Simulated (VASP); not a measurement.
# Lu (R-3m) in VASP: a series of runs

Runs on Lu. Level: PBE. Tasks: single point.

All numbers are computed with VASP 6.6.1; they aren't measurements. Logs are shortened: lines on timing, memory, paths and dates and some standing lists are left out, and cuts for length are marked.

## (1) The cell of the first run

Symmetry: R-3m, No. 166, trigonal system. The conventional cell has a = 3.594 Å, b = 3.594 Å, c = 26.277 Å, α = 90.00°, β = 90.00°, γ = 120.00°. Lu (site symmetry -3m) has 12 Lu at 3.59 Å within 4.7 Å. Lu (site symmetry 3m) has 12 Lu at 3.56 to 3.59 Å within 4.7 Å.

## (2) Single point, PBE (32.66 Å³/atom)

The input, INCAR:

```
PREC     = Accurate       # precision mode
ENCUT    = 520            # plane-wave cutoff, eV
EDIFF    = 1E-6           # SCF threshold, eV
ISMEAR   = -1             # smearing method
SIGMA    = 0.05           # smearing width, eV
LREAL    = False          # projectors in reciprocal space
LASPH    = True           # aspherical terms in the spheres
NELM     = 100            # most SCF steps
ALGO     = Normal         # electronic algorithm
ISIF     = 2              # what is computed and relaxed
LWAVE    = False          # write WAVECAR
LCHARG   = False          # write CHGCAR
GGA      = PE             # functional
NBANDS   = 44             # bands
```

The input, KPOINTS:

```
regular mesh
0
Gamma
  10 10 10
```

The input, POSCAR:

```
Lu
1.0
    1.7969244745      1.0374548291      8.7590488471
   -1.7969244745      1.0374548291      8.7590488471
    0.0000000000     -2.0749096581      8.7590488471
Lu
3
Direct
    0.0000000000      0.0000000000      0.0000000000
    0.7783086100      0.7783086100      0.7783086100
    0.2216913900      0.2216913900      0.2216913900
```

Potentials or basis: VASP PAW PBE potentials, release 64 (Lu).

The run is started by

```
$ cat potpaw_PBE.64/Lu/POTCAR > POTCAR
$ mpirun -np 1 vasp_std > vasp.out
```

OUTCAR:

```text
PREC = Accurate
   ENCUT = 520
   EDIFF = 1E-6
   ISMEAR = -1
   LREAL = False
   LASPH = True
   NELM = 100
   ISIF = 2
   GGA = PE

 ion  position               nearest neighbor table
   1  0.000  0.000  0.000-   2 3.59   3 3.59   2 3.59   2 3.59   3 3.59   3 3.59
   2  0.778  0.778  0.778-   3 3.56   3 3.56   3 3.56   1 3.59   1 3.59   1 3.59
   3  0.222  0.222  0.222-   2 3.56   2 3.56   2 3.56   1 3.59   1 3.59   1 3.59

  LATTYP: Found a trigonal (rhomboedric) cell.
 ALAT       =     9.0014547044
 COS(alpha) =     0.9202989134

  Lattice vectors:

 A1 = (   1.7969244745,   1.0374548291,   8.7590488471)
 A2 = (  -1.7969244745,   1.0374548291,   8.7590488471)
 A3 = (   0.0000000000,  -2.0749096581,   8.7590488471)

Analysis of symmetry for initial positions (statically):
=====================================================================
 Subroutine PRICEL returns:
 Original cell was already a primitive cell.

 Routine SETGRP: Setting up the symmetry group for a
 trigonal (rhombohedral) supercell.

 Subroutine GETGRP returns: Found 12 space group operations
 (whereof 12 operations were pure point group operations)
 out of a pool of 12 trial point group operations.

The static configuration has the point symmetry D_3d.

Analysis of symmetry for dynamics (positions and initial velocities):
=====================================================================
 Subroutine PRICEL returns:
 Original cell was already a primitive cell.

 Routine SETGRP: Setting up the symmetry group for a
 trigonal (rhombohedral) supercell.

 Subroutine GETGRP returns: Found 12 space group operations
 (whereof 12 operations were pure point group operations)
 out of a pool of 12 trial point group operations.

The dynamic configuration has the point symmetry D_3d.

 Subroutine INISYM returns: Found 12 space group operations
 (whereof 12 operations are pure point group operations),
 and found     1 'primitive' translations

----------------------------------------------------------------------------------------

                                     Primitive cell

  volume of cell :      97.9732

  direct lattice vectors                    reciprocal lattice vectors
     1.796924474  1.037454829  8.759048847     0.278253208  0.160649565  0.038055882
    -1.796924474  1.037454829  8.759048847    -0.278253208  0.160649565  0.038055882
     0.000000000 -2.074909658  8.759048847     0.000000000 -0.321299129  0.038055882

  length of vectors
     9.001454704  9.001454704  9.001454704     0.323545021  0.323545021  0.323545021

  position of ions in fractional coordinates (direct lattice)
     0.000000000  0.000000000  0.000000000
     0.778308610  0.778308610  0.778308610
     0.221691390  0.221691390  0.221691390

  ion indices of the primitive-cell ions
   primitive index   ion index
                 1           1
                 2           2
                 3           3

----------------------------------------------------------------------------------------

 KPOINTS: regular mesh

Automatic generation of k-mesh.
 Grid dimensions read from file:
 generate k-points for:   10   10   10

 Generating k-lattice:

  Cartesian coordinates                     Fractional coordinates (reciprocal lattice)
     0.027825321  0.016064956  0.003805588     0.100000000  0.000000000  0.000000000
    -0.027825321  0.016064956  0.003805588     0.000000000  0.100000000  0.000000000
     0.000000000 -0.032129913  0.003805588     0.000000000  0.000000000  0.100000000

  Length of vectors
     0.032354502  0.032354502  0.032354502

  Shift w.r.t. Gamma in fractional coordinates (k-lattice)
     0.000000000  0.000000000  0.000000000

 Subroutine IBZKPT returns following result:
 ===========================================

 Found    116 irreducible k-points:

 Following reciprocal coordinates:
            Coordinates               Weight
  0.000000  0.000000  0.000000      1.000000
  0.100000 -0.000000 -0.000000      6.000000
  0.200000 -0.000000 -0.000000      6.000000
  0.300000 -0.000000 -0.000000      6.000000
  0.400000  0.000000 -0.000000      6.000000
  0.500000 -0.000000 -0.000000      3.000000
[... 16 lines left out ...]
  0.300000  0.300000 -0.000000      6.000000
  0.400000  0.300000 -0.000000     12.000000
 [... further k-points ...]
   k-points           NKPTS =    116   k-points in BZ     NKDIM =    116   number of bands    NBANDS=     44
   number of dos      NEDOS =    301   number of ions     NIONS =      3
   total plane-waves  NPLWV = 343000
   dimension x,y,z NGX =    70 NGY =   70 NGZ =   70
   dimension x,y,z NGXF=   140 NGYF=  140 NGZF=  140
   ions per type =               3
   NGX,Y,Z   is equivalent  to a cutoff of  12.93, 12.93, 12.93 a.u.
   NGXF,Y,Z  is equivalent  to a cutoff of  25.86, 25.86, 25.86 a.u.
 SYSTEM =  unknown system
   PREC   = accura    normal or accurate (medium, high low for compatibility)
   ISTART =      0    job   : 0-new  1-cont  2-samecut
   ICHARG =      2    charge: 1-file 2-atom 10-const
   ISPIN  =      1    spin polarized calculation?
   LNONCOLLINEAR =      F non collinear calculations
   LSORBIT =      F    spin-orbit coupling
   LASPH  =      T    aspherical Exc in radial PAW
   ENCUT  =  520.0 eV  38.22 Ry    6.18 a.u.  16.74 16.74 16.74*2*pi/ulx,y,z
   NELM   =    100;   NELMIN=  2; NELMDL= -5     # of ELM steps
   EDIFF  = 0.1E-05   stopping-criterion for ELM
   LREAL  =      F    real-space projection
   EDIFFG = 0.1E-04   stopping-criterion for IOM
   NSW    =      0    number of steps for IOM
   IBRION =     -1    ionic relax: 0-MD 1-quasi-New 2-CG
   NFREE  =      0    steps in history (QN), initial steepest desc. (CG)
   ISIF   =      2    stress and relaxation
   ISYM   =      2    0-nonsym 1-usesym 2-fastsym
   POTIM  = 0.5000    time-step for ionic-motion
   TEBEG  =    0.0;   TEEND  =   0.0 temperature during run
   PSTRESS=    0.0 pullay stress
   NELECT =      75.0000    total number of electrons
   NUPDOWN=      -1.0000    fix difference up-down
   EMIN   =  10.00;   EMAX   =-10.00  energy-range for DOS
   EFERMI =   0.00;   METHOD = LEGACY
   ISMEAR =    -1;   SIGMA  =   0.05  broadening in eV -4-tet -1-fermi 0-gaus
   EFERMI_NEDOS =   21; number of points for ismear=-14 and -15
   IALGO  =     38    algorithm
   IMIX   =      4    mixing-type and parameters
     AMIX     =   0.40;   BMIX     =  1.00
     AMIX_MAG =   1.60;   BMIX_MAG =  1.00
  volume/ion in A,a.u.               =      32.66       220.39
  Fermi-wavevector in a.u.,A,eV,Ry     =   1.497590  2.830034 30.514805  2.242775
  Thomas-Fermi vector in A             =   2.609458
   LORBIT       =      0    0 simple, 1 ext, 2 COOP (PROOUT), +10 PAW based schemes
   GGA     = PE    functional components
   LHFCALC =     F    Hartree Fock is set to
   AEXX    =    0.0000 exact exchange contribution
   IVDW    =     0    specifies the selected vdW correction
   LEPSILON=     F    determine dielectric tensor
   LRPA    =     F    only Hartree local field effects (RPA)
 non-spin polarized calculation
  energy-cutoff  :      520.00
  volume of cell :       97.97
 maximum number of plane-waves:      2670
 NGX is ok and might be reduce to    70
   NGX = 33   NGY = 33   NGZ = 33

 number of electron      74.9999995 magnetization

 Free energy of the ion-electron system (eV)
  ---------------------------------------------------
  ext. energy  EPLUGINS =         0.00000000
  ---------------------------------------------------
  free energy    TOTEN  =       -13.38673315 eV

  energy without entropy =      -13.33389647  energy(sigma->0) =      -13.36031481

 E-fermi :   1.8081     XC(G=0): -10.1347

 val. band max:        1.8058568857   @ k =   0.4000   0.1000  -0.0000
 cond. band min:       1.8088208147   @ k =  -0.3000   0.4000   0.3000
 fundamental gap:      0.0029639289
 Fermi energy:         1.8080754344

 k-point     1 :       0.0000    0.0000    0.0000
  band No.  band energies     occupation
      1     -54.7116      2.00000
      2     -54.6591      2.00000
      3     -54.6503      2.00000
      4     -25.4184      2.00000
      5     -25.3954      2.00000
      6     -25.2285      2.00000
[... 36 lines left out ...]
     43       4.0027      0.00000
     44       4.3143      0.00000

 k-point     2 :       0.1000   -0.0000   -0.0000
  band No.  band energies     occupation
      1     -54.7105      2.00000
      2     -54.6579      2.00000
      3     -54.6495      2.00000
      4     -25.4175      2.00000
      5     -25.3892      2.00000
      6     -25.2492      2.00000
[... 36 lines left out ...]
     43       4.1908      0.00000
     44       4.2587      0.00000

 k-point     3 :       0.2000   -0.0000   -0.0000
  band No.  band energies     occupation
      1     -54.7076      2.00000
      2     -54.6548      2.00000
      3     -54.6474      2.00000
      4     -25.4131      2.00000
      5     -25.3866      2.00000
      6     -25.2994      2.00000
[... 36 lines left out ...]
     43       4.3261      0.00000
     44       4.6715      0.00000

 k-point     4 :       0.3000   -0.0000   -0.0000
  band No.  band energies     occupation
      1     -54.7041      2.00000
      2     -54.6507      2.00000
      3     -54.6449      2.00000
      4     -25.4210      2.00000
      5     -25.4180      2.00000
      6     -25.3520      2.00000
[... 882 lines left out ...]
     43       3.7549      0.00000
     44       4.8865      0.00000

 k-point    23 :       0.3000    0.3000   -0.0000
  band No.  band energies     occupation
      1     -54.7041      2.00000
      2     -54.6508      2.00000
      3     -54.6448      2.00000
      4     -25.4329      2.00000
      5     -25.4098      2.00000
      6     -25.3362      2.00000
[... 36 lines left out ...]
     43       4.2712      0.00000
     44       4.7285      0.00000

 k-point    24 :       0.4000    0.3000   -0.0000
  band No.  band energies     occupation
      1     -54.7021      2.00000
      2     -54.6484      2.00000
      3     -54.6435      2.00000
      4     -25.4527      2.00000
      5     -25.4156      2.00000
      6     -25.3741      2.00000
[... 36 lines left out ...]
     43       4.1253      0.00000
     44       4.5876      0.00000

 [... further k-points ...]
[... 5 lines left out ...]
  --------------------------------------------------------------------------------------
  -------------------------------------------------------------------------------------
  Total       -2.5714186     -2.5714186     -3.2643826      0.0000000     -0.0000000      0.0000000
  in kB      -42.0509828    -42.0509828    -53.3831775      0.0000000     -0.0000000      0.0000000
  external PRESSURE =     -45.8283810 kB  Pullay stress =       0.0000000 kB

 VOLUME and BASIS-vectors are now :
 -----------------------------------------------------------------------------
  energy-cutoff  :      520.00
  volume of cell :       97.97
      direct lattice vectors                 reciprocal lattice vectors
     1.796924474  1.037454829  8.759048847     0.278253208  0.160649565  0.038055882
    -1.796924474  1.037454829  8.759048847    -0.278253208  0.160649565  0.038055882
     0.000000000 -2.074909658  8.759048847     0.000000000 -0.321299129  0.038055882

 POSITION                                       TOTAL-FORCE (eV/Angst)
 -----------------------------------------------------------------------------------
      0.00000      0.00000      0.00000         0.000000     -0.000000      0.000000
      0.00000      0.00000     20.45173         0.000000      0.000000      0.021863
      0.00000      0.00000      5.82542         0.000000     -0.000000     -0.021863
 -----------------------------------------------------------------------------------
    total drift:                                0.000000      0.000000     -0.000000

  FREE ENERGIE OF THE ION-ELECTRON SYSTEM (eV)
  ---------------------------------------------------
  free  energy   TOTEN  =       -13.3867331512 eV

  energy  without entropy=      -13.3338964715  energy(sigma->0) =      -13.36031481
```

Run time: 53 min. Hardware: 1 thread of AMD EPYC 7R13 (Zen 3), shared host; peak memory 0.89 GiB.

What came out:

```
Free energy            : -13.3867 eV
Pressure               : -4.6 GPa
Largest force          : 0.022 eV/Å
Band gap on the k mesh : zero (an odd number of electrons rules out a gap without spin polarisation)
```

Forces on the atoms (eV/Å):
```
Lu   0.000  0.000  0.000
Lu   0.000  0.000  0.022
Lu   0.000  0.000 -0.022
```

Stress tensor (GPa, compression positive):
```
-4.21  0.00  0.00
 0.00 -4.21  0.00
 0.00  0.00 -5.34
```

Levels at points of the mesh, in eV from the Fermi level:
```tsv
k point	band 33	band 34	band 35	band 36	band 37	band 38	band 39	band 40	band 41	band 42
(0.00, 0.00, 0.00)	-5.11	-5.11	-3.47	-3.43	0.45	0.54	1.99	1.99	2.16	2.19
(0.50, 0.00, 0.00)	-5.12	-2.30	-1.74	-1.50	-0.44	-0.26	-0.04	1.00	1.14	1.95
(0.50, 0.50, 0.00)	-5.12	-2.15	-1.98	-1.43	-0.57	-0.26	0.00	1.34	1.38	1.49
(0.50, 0.50, 0.50)	-5.11	-5.08	-5.06	-2.37	0.12	1.48	1.55	2.01	2.01	2.21
```

Caveat: the cell stands under tension; spin-orbit coupling is left out, which moves the levels of the heavy elements.

## (3) Single point, PBE (31.17 Å³/atom)

This run uses another cell than the first one, of 31.17 Å³/atom.

The input, INCAR:

```
SYSTEM = Lu
PREC = Accurate ; ENCUT = 520
EDIFF = 1E-6 ; ISMEAR = -1
SIGMA = 0.05 ; LREAL = .False.
LASPH = .True. ; NELM = 100
ALGO = Normal ; ISIF = 2
LWAVE = .False. ; LCHARG = .False.
GGA = PE ; NBANDS = 44
```

The input, KPOINTS:

```
regular mesh
0
Gamma
  10 10 10
  0 0 0
```

The input, POSCAR:

```
Lu
1.0
    1.7692750853      1.0214914468      8.6242728152
   -1.7692750853      1.0214914468      8.6242728152
    0.0000000000     -2.0429828936      8.6242728152
Lu
3
Direct
    0.0000000000      0.0000000000      0.0000000000
    0.7783086100      0.7783086100      0.7783086100
    0.2216913900      0.2216913900      0.2216913900
```

Potentials or basis: VASP PAW PBE potentials, release 64 (Lu).

The run is started by

```
$ cat potpaw_PBE.64/Lu/POTCAR > POTCAR
$ mpirun -np 1 vasp_std > vasp.out
```

Wall time 42 min (1 thread of AMD EPYC 7R13 (Zen 3), shared host); peak memory 0.9 GiB.

Results (log left out):

| Quantity | Value |
| --- | --- |
| Free energy | -13.4824 eV |
| Pressure | -2.8 GPa |
| Largest force | 0.010 eV/Å |
| Band gap on the k mesh | zero (an odd number of electrons rules out a gap without spin polarisation) |

Forces in eV/Å, atoms in the order of the input:
```
Lu   0.000  0.000  0.000
Lu   0.000  0.000  0.010
Lu   0.000  0.000 -0.010
```

Stress tensor (GPa, compression positive):
```
-2.32  0.00  0.00
 0.00 -2.32  0.00
 0.00  0.00 -3.65
```

Levels at points of the mesh, in eV from the Fermi level:
| k point | band 35 | band 36 | band 37 | band 38 | band 39 | band 40 |
| --- | --- | --- | --- | --- | --- | --- |
| (0.00, 0.00, 0.00) | -3.51 | -3.48 | 0.47 | 0.56 | 2.04 | 2.04 |
| (0.50, 0.00, 0.00) | -1.81 | -1.55 | -0.47 | -0.30 | -0.02 | 1.03 |
| (0.50, 0.50, 0.00) | -2.01 | -1.49 | -0.64 | -0.25 | 0.04 | 1.40 |
| (0.50, 0.50, 0.50) | -5.01 | -2.44 | 0.21 | 1.50 | 1.57 | 2.05 |

Caveat: spin-orbit coupling is left out, which moves the levels of the heavy elements.
